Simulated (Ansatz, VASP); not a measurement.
## HfBi3O in VASP and in Ansatz

```xyz
5
Lattice="5.5618 0.0000 0.0000 0.0000 5.5618 0.0000 0.0000 0.0000 5.6510" Properties=species:S:1:pos:R:3 pbc="T T T"
Hf    2.7809    2.7809    2.8255
Bi    2.7809    2.7809    0.0000
Bi    2.7809    0.0000    2.8255
Bi    0.0000    2.7809    2.8255
O     0.0000    0.0000    2.8255
```

Change from the starting cell: species swapped into the BaTiO3 type (P4mm, No. 99).

Alike in both runs: functional PBE; k mesh 8 × 8 × 8; occupations gaussian, width 0.1 eV; no spin polarisation.

Ansatz relaxed the structure, and its values are those at the end. VASP's run is a single point on that final structure, the one shown.

|  | VASP | Ansatz |
| --- | --- | --- |
| version | VASP 6.6.1 | Ansatz 0.2.0 |
| potentials or method | VASP PAW PBE potentials, release 64 (Hf_pv, Bi_d, O), cutoff 520 eV | scalar-relativistic, plane waves, PAW |
| valence electrons in the cell | 61 | 77 |

```tsv
	VASP	Ansatz	Ansatz less VASP
gap on the k mesh at the Fermi level (eV)	none	none	-
pressure (GPa)	-0.1	0.0	+0.14
```

A gap of «none» marks a metal or a gap that the smearing closes. VASP's potentials hold 61 valence electrons a cell and Ansatz's 77, so a difference there can come from the potentials and not from the codes.

Neither program's run includes spin-orbit coupling.
